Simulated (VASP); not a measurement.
## BeBi2Se6: relaxation of cell and atoms with PBE

BeBi2Se6:

```xyz
9
Lattice="6.4550 0.0000 0.0000 -3.2275 5.5902 0.0000 0.0000 0.0000 5.4222" Properties=species:S:1:pos:R:3 pbc="T T T"
Be    0.0000    0.0000    2.7111
Bi    0.0000    3.7268    4.0667
Bi    3.2275    1.8634    1.3556
Se    3.2275    3.7268    4.0667
Se    1.6138    0.9317    4.0667
Se    4.8413    0.9317    4.0667
Se    0.0000    1.8634    1.3556
Se    1.6138    4.6585    1.3556
Se   -1.6138    4.6585    1.3556
```

```
Program                : VASP 6.6.1
Task                   : relaxation of cell and atoms
Functional             : PBE
Potentials or basis    : VASP PAW PBE potentials, release 64 (Be, Bi_d, Se)
Cutoff                 : 600 eV
k mesh                 : 3 × 3 × 4
Occupations            : gaussian, width 0.1 eV
Spin                   : no spin polarisation
Dipole correction      : no
Further INCAR settings : ALGO = Normal; EDIFF = 1e-06; IBRION = 2; EDIFFG = -0.04; NSW = 90; ISIF = 3
```

| Item | Value |
| --- | --- |
| Relaxed volume | 23.30 Å³/atom |
| Relaxed cell | a = 7.287 Å, b = 7.287 Å, c = 4.561 Å, α = 90.00°, β = 90.00°, γ = 120.00° |
| Space group after relaxing (to 0.1 Å) | P-3m1 (No. 164) |
| Energy gained by relaxing | 167.5 meV/atom |
| Ionic steps | 30 |
| Pressure after relaxing | 0.1 GPa |
| Largest force after relaxing | 0.031 eV/Å |
| Band gap on the k mesh | zero (bands 34 and 35 overlap by 1.11 eV) |

Forces in eV/Å, atoms in the order of the input:
```
Be   0.000  0.000  0.000
Bi   0.000  0.000 -0.025
Bi   0.000  0.000  0.025
Se   0.000 -0.028  0.012
Se   0.024  0.014  0.012
Se  -0.024  0.014  0.012
Se   0.000  0.028 -0.012
Se  -0.024 -0.014 -0.012
Se   0.024 -0.014 -0.012
```

The path:
```
step  energy change (eV)  largest force (eV/Å)  pressure (GPa)  volume (Å³)
   1              0.0000                0.6357            1.58       195.66
   2             -0.1933                0.7458           -0.67       201.76
   3             -0.3019                0.8399           -3.05       209.91
   4             -0.4103                0.8678           -2.92       209.62
   5             -0.6710                0.7441           -2.10       208.63
   6             -0.5905                1.0581            2.07       206.01
   7             -0.7445                0.4991           -1.08       207.81
   8             -0.7513                0.4676           -0.62       207.50
   9             -0.7944                0.4241           -0.18       206.24
  10             -0.8871                0.3329            1.25       202.48
  11             -0.8884                0.4315            4.80       195.04
  12             -0.9236                0.3109            2.78       198.95
  13             -0.9504                0.2960            2.72       199.27
  14             -1.0310                0.2647            2.55       200.19
  15             -1.1703                0.3819            2.29       201.99
  16             -1.1645                0.9579            2.31       205.33
  17             -1.2130                0.6810            2.21       203.79
  18             -1.3056                0.5639            0.96       207.49
  19             -1.3704                0.3409           -2.17       218.68
  20             -1.3813                0.3397           -1.42       215.62
  21             -1.4298                0.2855           -0.97       214.04
  22             -1.4704                0.2432            0.09       210.87
  23             -1.4857                0.1688           -0.05       210.68
  24             -1.5005                0.0737           -0.30       210.26
  25             -1.5035                0.0519            0.10       208.84
  26             -1.5035                0.0481            0.18       208.56
  27             -1.5050                0.0582            0.08       208.83
  28             -1.5053                0.0744            0.01       209.03
  29             -1.5062                0.0616            0.04       209.21
  30             -1.5076                0.0307            0.08       209.73
```

Final structure:
```
Be Bi Se
1.0
     7.28701    0.00000    0.00000
    -3.64350    6.31073    0.00000
     0.00000    0.00000    4.56081
Be Bi Se
1 2 6
Direct
  0.00000 0.00000 0.50000
  0.33333 0.66667 0.66292
  0.66667 0.33333 0.33708
  0.83423 0.66845 0.76140
  0.33155 0.16577 0.76140
  0.83422 0.16577 0.76140
  0.16577 0.33155 0.23860
  0.66845 0.83423 0.23860
  0.16578 0.83423 0.23860
```

Levels at points of the mesh, in eV from the Fermi level:
```tsv
k point	band 32	band 33	band 34	band 35	band 36	band 37
(0.00, 0.00, 0.00)	-1.40	-1.40	-0.80	-0.80	0.59	1.12
(0.00, 0.00, 0.50)	-0.70	0.07	0.07	0.27	0.27	1.26
```

Wall time 26 min on 1 thread of AMD EPYC 9R45 96-Core Processor (Zen 5), with other jobs on the host, peak memory 0.42 GiB.

Caveat: the k points lie up to 0.34 Å⁻¹ apart in the final cell, too coarse for converged energies and pressures of a metal; a cell axis changed by over 15 % at a fixed basis, so the end point is rough; spin-orbit coupling is left out, which moves the levels of the heavy elements.
